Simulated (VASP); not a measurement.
**MgS: single point with LDA**

The system is MgS.

```xyz
4
Lattice="4.0877 0.0000 0.0000 -2.0439 3.5401 0.0000 0.0000 0.0000 6.5169" Properties=species:S:1:pos:R:3 pbc="T T T"
S     2.0439    1.1800    5.7300
S     0.0000    2.3600    2.4715
Mg    0.0000    2.3600    6.4893
Mg    2.0439    1.1800    3.2308
```

* Program: VASP 6.6.1
* Task: single point
* Functional: LDA
* Potentials or basis: VASP PAW LDA potentials, release 64 (S, Mg)
* Cutoff: 520 eV
* k mesh: 8 × 8 × 4
* Occupations: fermi-dirac, width 0.05 eV
* Spin: no spin polarisation
* Dipole correction: no
* Further INCAR settings: ALGO = Normal; EDIFF = 1e-07; NBANDS = 16

```yaml
Pressure: -4.3 GPa
Largest_force: 0.056 eV/Å
Band_gap_on_the_k_mesh: 2.97 eV
```

Forces in eV/Å, atoms in the order of the input:
```
S    0.000  0.000 -0.056
S    0.000  0.000 -0.056
Mg   0.000  0.000  0.056
Mg   0.000  0.000  0.056
```

Levels at points of the mesh, in eV from the valence-band top:
```csv
k point,band 5,band 6,band 7,band 8,band 9,band 10,band 11,band 12
"(0.00, 0.00, 0.00)",-0.57,-0.16,-0.16,0.00,2.97,4.30,7.21,7.21
"(0.50, 0.00, 0.00)",-1.84,-1.22,-0.91,-0.47,4.47,4.95,5.45,7.27
"(0.00, 0.00, 0.50)",-0.37,-0.37,-0.37,-0.37,4.48,4.48,7.24,7.24
"(0.50, 0.00, 0.50)",-0.88,-0.88,-0.79,-0.79,4.36,4.36,6.02,6.02
```

Run time: 30 s on 1 thread of Intel(R) Xeon(R) Platinum 8375C CPU @ 2.90GHz (Ice Lake), on a shared host, peak memory 0.18 GiB.

Caveat: the cell stands under tension.
